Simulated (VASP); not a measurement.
SiSb3:

```
Sb Si
1.0
     6.36134    0.00000    0.00000
    -3.18067    5.50908    0.00000
     0.00000    0.00000    6.77937
Sb Si
6 2
Direct
  0.03000 0.37000 0.25000
  0.66000 0.03000 0.75000
  0.63000 0.66000 0.25000
  0.97000 0.63000 0.75000
  0.34000 0.97000 0.25000
  0.37000 0.34000 0.75000
  0.33330 0.66670 0.25000
  0.66660 0.33330 0.75000
```

| Item | Value |
| --- | --- |
| Program | VASP 6.6.1 |
| Task | relaxation of the atoms |
| Functional | PBE |
| Potentials or basis | VASP PAW PBE potentials, release 64 (Sb, Si) |
| Cutoff | 520 eV |
| k mesh | 6 × 6 × 5 |
| Occupations | gaussian, width 0.2864 eV |
| Spin | no spin polarisation |

At the start: pressure 46.1 GPa; volume 29.70 Å³/atom.

Question: How do energy, volume and symmetry change on relaxing?

Answer: Over 10 steps the energy falls by 3195.8 meV/atom at a fixed cell; space group P6_3/m (No. 176, to 0.1 Å) before and after.

Step by step:
| step | energy change (eV) | largest force (eV/Å) | pressure (GPa) |
| --- | --- | --- | --- |
| 1 | 0.0000 | 18.8624 | 46.12 |
| 2 | -25.3904 | 0.3926 | -3.69 |
| 3 | -25.0069 | 1.0694 | 0.10 |
| 4 | -25.4846 | 0.3225 | -3.32 |
| 5 | -25.5063 | 0.3053 | -2.79 |
| 6 | -25.5081 | 0.2984 | -2.94 |
| 7 | -25.5303 | 0.2335 | -3.00 |
| 8 | -25.5645 | 0.0540 | -3.06 |
| 9 | -25.5656 | 0.0417 | -3.05 |
| 10 | -25.5662 | 0.0294 | -3.02 |

Final structure:
```xyz
8
Lattice="6.3613 0.0000 0.0000 -3.1807 5.5091 0.0000 0.0000 0.0000 6.7794" Properties=species:S:1:pos:R:3 pbc="T T T"
Sb    5.0206    1.3299    1.6948
Sb    1.3585    5.0129    5.0845
Sb    2.6992    3.6826    1.6948
Sb   -1.8396    4.1788    5.0845
Sb    1.8225    0.4966    1.6948
Sb    0.4812    1.8265    5.0845
Si   -0.0005    3.6730    1.6948
Si    3.1802    1.8360    5.0845
```

Caveat: the highest band is partly filled, so the run has too few bands; so wide a smearing shifts energies and pressures.
